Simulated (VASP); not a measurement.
# BAs (F-43m) in VASP: a series of runs

Aim: see how the results for BAs move with the level of theory and the settings. Levels: LDA, PBE. Tasks: density of states.

All numbers are computed with VASP 6.6.1; they aren't measurements. Logs are shortened: lines on timing, memory, paths and dates and some standing lists are left out, and cuts for length are marked.

**1. The cell of the first run**

Symmetry: F-43m, No. 216, cubic system. The conventional cell has a = 4.819 Å, b = 4.819 Å, c = 4.819 Å, α = 90.00°, β = 90.00°, γ = 90.00°. B (site symmetry -43m) has 4 As at 2.09 Å within 2.8 Å. As (site symmetry -43m) has 4 B at 2.09 Å within 2.8 Å.

**2. Density of states, LDA**

POSCAR

```
BAs
1.0
    0.0000000000      2.4096270000      2.4096270000
    2.4096270000      0.0000000000      2.4096270000
    2.4096270000      2.4096270000      0.0000000000
B As
1 1
Direct
    0.2500000000      0.2500000000      0.2500000000
    0.0000000000      0.0000000000      0.0000000000
```

INCAR.step1

```
PREC = Accurate
ENCUT = 420
EDIFF = 1E-6
ISMEAR = 0
SIGMA = 0.1
LREAL = F
LASPH = T
NELM = 120
ALGO = Normal
ISIF = 2
LWAVE = F
LCHARG = T
GGA = CA
NBANDS = 11
GGA_COMPAT = F
NEDOS = 2001
LORBIT = 11
```

KPOINTS.step1

```
regular mesh
0
Gamma
  6 6 6
```

INCAR.step2

```
PREC = Accurate
ENCUT = 420
EDIFF = 1E-6
ISMEAR = -5
SIGMA = 0.1
LREAL = F
LASPH = T
NELM = 120
ALGO = Normal
ISIF = 2
LWAVE = F
LCHARG = F
GGA = CA
LORBIT = 11
NEDOS = 2001
ICHARG = 11
GGA_COMPAT = F
```

KPOINTS.step2

```
regular mesh
0
Gamma
  9 9 9
```

Potentials or basis: VASP PAW LDA potentials, release 64 (B, As).

On the command line:

```sh
$ cat potpaw_LDA.64/B/POTCAR potpaw_LDA.64/As/POTCAR > POTCAR
$ cp INCAR.step1 INCAR
$ cp KPOINTS.step1 KPOINTS
$ mpirun -np 1 vasp_std > vasp.out
$ cp INCAR.step2 INCAR
$ cp KPOINTS.step2 KPOINTS
$ mpirun -np 1 vasp_std > vasp.out
```

OUTCAR:

```text
PREC = Accurate
   ENCUT = 420
   EDIFF = 1E-6
   ISMEAR = -5
   LREAL = F
   LASPH = T
   NELM = 120
   ISIF = 2
   GGA = CA
   LORBIT = 11
   ICHARG = 11

 ion  position               nearest neighbor table
   1  0.250  0.250  0.250-   2 2.09   2 2.09   2 2.09   2 2.09
   2  0.000  0.000  0.000-   1 2.09   1 2.09   1 2.09   1 2.09

  LATTYP: Found a face centered cubic cell.
 ALAT       =     4.8192540000

  Lattice vectors:

 A1 = (   0.0000000000,   2.4096270000,   2.4096270000)
 A2 = (   2.4096270000,   0.0000000000,   2.4096270000)
 A3 = (   2.4096270000,   2.4096270000,   0.0000000000)

Analysis of symmetry for initial positions (statically):
=====================================================================
 Subroutine PRICEL returns:
 Original cell was already a primitive cell.

 Routine SETGRP: Setting up the symmetry group for a
 face centered cubic supercell.

 Subroutine GETGRP returns: Found 24 space group operations
 (whereof 24 operations were pure point group operations)
 out of a pool of 48 trial point group operations.

The static configuration has the point symmetry T_d .

Analysis of symmetry for dynamics (positions and initial velocities):
=====================================================================
 Subroutine PRICEL returns:
 Original cell was already a primitive cell.

 Routine SETGRP: Setting up the symmetry group for a
 face centered cubic supercell.

 Subroutine GETGRP returns: Found 24 space group operations
 (whereof 24 operations were pure point group operations)
 out of a pool of 48 trial point group operations.

The dynamic configuration has the point symmetry T_d .

 Subroutine INISYM returns: Found 24 space group operations
 (whereof 24 operations are pure point group operations),
 and found     1 'primitive' translations

----------------------------------------------------------------------------------------

                                     Primitive cell

  volume of cell :      27.9820

  direct lattice vectors                    reciprocal lattice vectors
     0.000000000  2.409627000  2.409627000    -0.207500995  0.207500995  0.207500995
     2.409627000  0.000000000  2.409627000     0.207500995 -0.207500995  0.207500995
     2.409627000  2.409627000  0.000000000     0.207500995  0.207500995 -0.207500995

  length of vectors
     3.407727184  3.407727184  3.407727184     0.359402266  0.359402266  0.359402266

  position of ions in fractional coordinates (direct lattice)
     0.250000000  0.250000000  0.250000000
     0.000000000  0.000000000  0.000000000

  ion indices of the primitive-cell ions
   primitive index   ion index
                 1           1
                 2           2

----------------------------------------------------------------------------------------

 KPOINTS: regular mesh

Automatic generation of k-mesh.
 Grid dimensions read from file:
 generate k-points for:    9    9    9

 Generating k-lattice:

  Cartesian coordinates                     Fractional coordinates (reciprocal lattice)
    -0.023055666  0.023055666  0.023055666     0.111111111  0.000000000  0.000000000
     0.023055666 -0.023055666  0.023055666     0.000000000  0.111111111  0.000000000
     0.023055666  0.023055666 -0.023055666     0.000000000  0.000000000  0.111111111

  Length of vectors
     0.039933585  0.039933585  0.039933585

  Shift w.r.t. Gamma in fractional coordinates (k-lattice)
     0.000000000  0.000000000  0.000000000

 TETIRR: Found    115 inequivalent tetrahedra from     4374

 Subroutine IBZKPT returns following result:
 ===========================================

 Found     35 irreducible k-points:

 Following reciprocal coordinates:
            Coordinates               Weight
  0.000000  0.000000  0.000000      1.000000
  0.111111  0.000000  0.000000      8.000000
  0.222222  0.000000  0.000000      8.000000
  0.333333  0.000000  0.000000      8.000000
  0.444444  0.000000  0.000000      8.000000
  0.111111  0.111111  0.000000      6.000000
[... 16 lines left out ...]
 -0.333333  0.333333  0.000000     12.000000
  0.444444  0.444444  0.000000      6.000000
 [... further k-points ...]
   k-points           NKPTS =     35   k-points in BZ     NKDIM =     35   number of bands    NBANDS=      8
   number of dos      NEDOS =   2001   number of ions     NIONS =      2
   total plane-waves  NPLWV =  13824
   dimension x,y,z NGX =    24 NGY =   24 NGZ =   24
   dimension x,y,z NGXF=    48 NGYF=   48 NGZF=   48
   ions per type =               1   1
   NGX,Y,Z   is equivalent  to a cutoff of  11.71, 11.71, 11.71 a.u.
   NGXF,Y,Z  is equivalent  to a cutoff of  23.42, 23.42, 23.42 a.u.
 SYSTEM =  unknown system
   PREC   = accura    normal or accurate (medium, high low for compatibility)
   ISTART =      0    job   : 0-new  1-cont  2-samecut
   ICHARG =     11    charge: 1-file 2-atom 10-const
   ISPIN  =      1    spin polarized calculation?
   LNONCOLLINEAR =      F non collinear calculations
   LSORBIT =      F    spin-orbit coupling
   LASPH  =      T    aspherical Exc in radial PAW
   ENCUT  =  420.0 eV  30.87 Ry    5.56 a.u.   5.69  5.69  5.69*2*pi/ulx,y,z
   NELM   =    120;   NELMIN=  2; NELMDL=  0     # of ELM steps
   EDIFF  = 0.1E-05   stopping-criterion for ELM
   LREAL  =      F    real-space projection
   EDIFFG = 0.1E-04   stopping-criterion for IOM
   NSW    =      0    number of steps for IOM
   IBRION =     -1    ionic relax: 0-MD 1-quasi-New 2-CG
   NFREE  =      0    steps in history (QN), initial steepest desc. (CG)
   ISIF   =      2    stress and relaxation
   ISYM   =      2    0-nonsym 1-usesym 2-fastsym
   POTIM  = 0.5000    time-step for ionic-motion
   TEBEG  =    0.0;   TEEND  =   0.0 temperature during run
   PSTRESS=    0.0 pullay stress
   NELECT =       8.0000    total number of electrons
   NUPDOWN=      -1.0000    fix difference up-down
   EMIN   =  10.00;   EMAX   =-10.00  energy-range for DOS
   EFERMI =   0.00;   METHOD = LEGACY
   ISMEAR =    -5;   SIGMA  =   0.10  broadening in eV -4-tet -1-fermi 0-gaus
   EFERMI_NEDOS =   21; number of points for ismear=-14 and -15
   IALGO  =     38    algorithm
   IMIX   =      4    mixing-type and parameters
     AMIX     =   0.40;   BMIX     =  1.00
     AMIX_MAG =   1.60;   BMIX_MAG =  1.00
  volume/ion in A,a.u.               =      13.99        94.42
  Fermi-wavevector in a.u.,A,eV,Ry     =   1.078479  2.038030 15.825165  1.163117
  Thomas-Fermi vector in A             =   2.214419
   LORBIT       =     11    0 simple, 1 ext, 2 COOP (PROOUT), +10 PAW based schemes
   GGA     = CA    functional components
   LHFCALC =     F    Hartree Fock is set to
   AEXX    =    0.0000 exact exchange contribution
   IVDW    =     0    specifies the selected vdW correction
   LEPSILON=     F    determine dielectric tensor
   LRPA    =     F    only Hartree local field effects (RPA)
 non-spin polarized calculation
 Fermi weights with tetrahedron method with Bloechl corrections
  energy-cutoff  :      420.00
  volume of cell :       27.98
 maximum number of plane-waves:       556

 number of electron       7.9999998 magnetization

 Free energy of the ion-electron system (eV)
  ---------------------------------------------------
  ext. energy  EPLUGINS =         0.00000000
  ---------------------------------------------------
  free energy    TOTEN  =       -12.89912522 eV

  energy without entropy =      -12.89912522  energy(sigma->0) =      -12.89912522

 E-fermi :   5.8761     XC(G=0): -10.6725

 val. band max:        5.8673905365   @ k =   0.0000   0.0000   0.0000
 cond. band min:       7.0587530013   @ k =   0.4444   0.4444   0.0000
 fundamental gap:      1.1913624648
 Fermi energy:         5.8761173582

 k-point     1 :       0.0000    0.0000    0.0000
  band No.  band energies     occupation
      1      -9.2740      2.00000
      2       5.8674      2.00000
      3       5.8674      2.00000
      4       5.8674      2.00000
      5       9.0829      0.00000
      6       9.0829      0.00000
      7       9.0829      0.00000
      8      10.2269      0.00000

 k-point     2 :       0.1111    0.0000    0.0000
  band No.  band energies     occupation
      1      -9.0770      2.00000
      2       4.2499      2.00000
      3       5.5175      2.00000
      4       5.5175      2.00000
      5       9.1498      0.00000
      6       9.5434      0.00000
      7       9.5434      0.00000
      8      11.3264      0.00000

 k-point     3 :       0.2222    0.0000    0.0000
  band No.  band energies     occupation
      1      -8.4998      2.00000
      2       1.6611      2.00000
      3       4.8948      2.00000
      4       4.8948      2.00000
      5       8.8556      0.00000
      6      10.2954      0.00000
      7      10.2954      0.00000
      8      13.1059      0.00000
[... 210 lines left out ...]
 k-point    23 :      -0.3333    0.3333    0.0000
  band No.  band energies     occupation
      1      -5.6115      2.00000
      2      -1.7839      2.00000
      3      -0.0584      2.00000
      4       2.8999      2.00000
      5       8.2898      0.00000
      6      12.8942      0.00000
      7      13.7889      0.00000
      8      14.9471      0.00000

 k-point    24 :       0.4444    0.4444    0.0000
  band No.  band energies     occupation
      1      -5.6045      2.00000
      2      -2.0027      2.00000
      3       1.9676      2.00000
      4       1.9676      2.00000
      5       7.0588      0.00000
      6       7.6433      0.00000
      7      16.5398      0.00000
      8      16.5398      0.00000

 [... further k-points ...]

------------------------ aborting loop because EDIFF is reached ----------------------------------------

  FORCE on cell =-STRESS in cart. coord.  units (eV):
  Direction    XX          YY          ZZ          XY          YZ          ZX
  --------------------------------------------------------------------------------------
  -------------------------------------------------------------------------------------
  Total       -1.1438283     -1.1438283     -1.1438283     -0.0000000      0.0000000      0.0000000
  in kB      -65.4925609    -65.4925609    -65.4925609     -0.0000000      0.0000000      0.0000000
  external PRESSURE =     -65.4925609 kB  Pullay stress =       0.0000000 kB

 VOLUME and BASIS-vectors are now :
 -----------------------------------------------------------------------------
  energy-cutoff  :      420.00
  volume of cell :       27.98
      direct lattice vectors                 reciprocal lattice vectors
     0.000000000  2.409627000  2.409627000    -0.207500995  0.207500995  0.207500995
     2.409627000  0.000000000  2.409627000     0.207500995 -0.207500995  0.207500995
     2.409627000  2.409627000  0.000000000     0.207500995  0.207500995 -0.207500995

 POSITION                                       TOTAL-FORCE (eV/Angst)
 -----------------------------------------------------------------------------------
      1.20481      1.20481      1.20481        -0.000000     -0.000000     -0.000000
      0.00000      0.00000      0.00000         0.000000      0.000000      0.000000
 -----------------------------------------------------------------------------------
    total drift:                               -0.000000     -0.000000     -0.000000

  FREE ENERGIE OF THE ION-ELECTRON SYSTEM (eV)
  ---------------------------------------------------
  free  energy   TOTEN  =       -12.8991252192 eV

  energy  without entropy=      -12.8991252192  energy(sigma->0) =      -12.89912522

 total charge

# of ion       s       p       d       tot
------------------------------------------
    1        0.647   1.151   0.000   1.798
    2        1.180   1.653   0.082   2.915
--------------------------------------------------
tot          1.827   2.804   0.082   4.713
```

Wall time 15 s (1 thread of AMD EPYC 7R13, shared host); peak memory 0.09 GiB.

What came out:

- Valence electrons inside the program's atomic spheres: B 1.80; As 2.92

Levels at points of the mesh, in eV from the valence-band top:
```
           k point  band 1  band 2  band 3  band 4  band 5  band 6  band 7  band 8
(0.00, 0.00, 0.00)  -15.14    0.00    0.00    0.00    3.22    3.22    3.22    4.36
```

**3. Density of states, PBE**

POSCAR is that of step 2.

INCAR.step1

```
  PREC = Accurate
  ENCUT = 420
  EDIFF = 1E-6
  ISMEAR = 0
  SIGMA = 0.1
  LREAL = False
  LASPH = True
  NELM = 120
  ALGO = Normal
  ISIF = 2
  LWAVE = False
  LCHARG = True
  GGA = PE
  NBANDS = 11
  GGA_COMPAT = False
  NEDOS = 2001
  LORBIT = 11
```

KPOINTS.step1 is that of step 2.

INCAR.step2

```
  PREC = Accurate
  ENCUT = 420
  EDIFF = 1E-6
  ISMEAR = -5
  SIGMA = 0.1
  LREAL = False
  LASPH = True
  NELM = 120
  ALGO = Normal
  ISIF = 2
  LWAVE = False
  LCHARG = False
  GGA = PE
  LORBIT = 11
  NEDOS = 2001
  ICHARG = 11
  GGA_COMPAT = False
```

KPOINTS.step2 is that of step 2.

Potentials or basis: VASP PAW PBE potentials, release 64 (B, As).

On the command line:

```sh
$ cat potpaw_PBE.64/B/POTCAR potpaw_PBE.64/As/POTCAR > POTCAR
$ cp INCAR.step1 INCAR
$ cp KPOINTS.step1 KPOINTS
$ mpirun -np 1 vasp_std > vasp.out
$ cp INCAR.step2 INCAR
$ cp KPOINTS.step2 KPOINTS
$ mpirun -np 1 vasp_std > vasp.out
```

Run time: 16 s. Hardware: 1 thread of AMD EPYC 7R13, shared host; peak memory 0.1 GiB.

Results (log left out):

| Quantity | Value |
| --- | --- |
| Valence electrons inside the program's atomic spheres | B 1.81; As 2.90 |

Levels at points of the mesh, in eV from the valence-band top:
| k point | band 1 | band 2 | band 3 | band 4 | band 5 | band 6 | band 7 | band 8 |
| --- | --- | --- | --- | --- | --- | --- | --- | --- |
| (0.00, 0.00, 0.00) | -15.17 | 0.00 | 0.00 | 0.00 | 3.24 | 3.24 | 3.24 | 4.35 |
